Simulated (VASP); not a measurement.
Crystal: LiH.

```
CELL_PARAMETERS angstrom
0.00000 2.04646 2.04646
2.04646 0.00000 2.04646
2.04646 2.04646 0.00000
ATOMIC_POSITIONS crystal
Li 0.00000 0.00000 0.00000
H 0.50000 0.50000 0.50000
```

This cell differs from its parent crystal: strain +2.2%.

Base run:

| Item | Value |
| --- | --- |
| Program | VASP 6.6.1 |
| Functional | r2SCAN |
| Potentials or basis | VASP PAW PBE potentials, release 64 (Li_sv, H) |
| Cutoff | 520 eV |
| k mesh | 10 × 10 × 10 |
| Occupations | gaussian, width 0.01 eV |
| Spin | no spin polarisation |

Its results: band gap on the k mesh 3.62 eV.

Problem. The run is repeated on the same cell with these changes: functional from r2SCAN to PBE; occupations from gaussian, width 0.01 eV to fermi-dirac, width 0.02 eV. What comes out?

Solution. Band gap on the k mesh 3.02 eV.

A k mesh can miss the band edges.
